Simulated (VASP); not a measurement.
The system is SiC3.

```xyz
4
Lattice="1.4154 0.8172 4.6701 -1.4154 0.8172 4.6701 0.0000 -1.6344 4.6701" Properties=species:S:1:pos:R:3 pbc="T T T"
C     1.4154    0.8172    4.7855
C     0.0000    0.0000    6.8504
C     0.0000    0.0000    5.3123
Si    0.0000    0.0000   12.2397
```

Base run:

| Quantity | Value |
| --- | --- |
| Program | VASP 6.6.1 |
| Functional | PBE |
| Potentials or basis | VASP PAW PBE potentials, release 64 (C, Si) |
| Cutoff | 520 eV |
| k mesh | 8 × 8 × 8 |
| Occupations | gaussian, width 0.01 eV |
| Spin | no spin polarisation |

Its results: band gap on the k mesh 1.58 eV, indirect (least direct gap 3.20 eV); pressure 3.4 GPa; largest force 0.303 eV/Å.

The run is repeated on the same cell with these changes: functional from PBE to PBEsol; cutoff from 520 eV to 600 eV; k mesh from 8 × 8 × 8 to 6 × 6 × 6. What comes out?

Band gap on the k mesh 1.45 eV, indirect (least direct gap 3.08 eV); pressure -1.1 GPa; largest force 0.426 eV/Å.

Several settings changed at once, so the effect can't be laid on one alone.

Caveats: some runs use coarse meshes; the PAW data sets were made with another functional, which shifts forces and pressure a little (some runs).

A k mesh can miss the band edges.
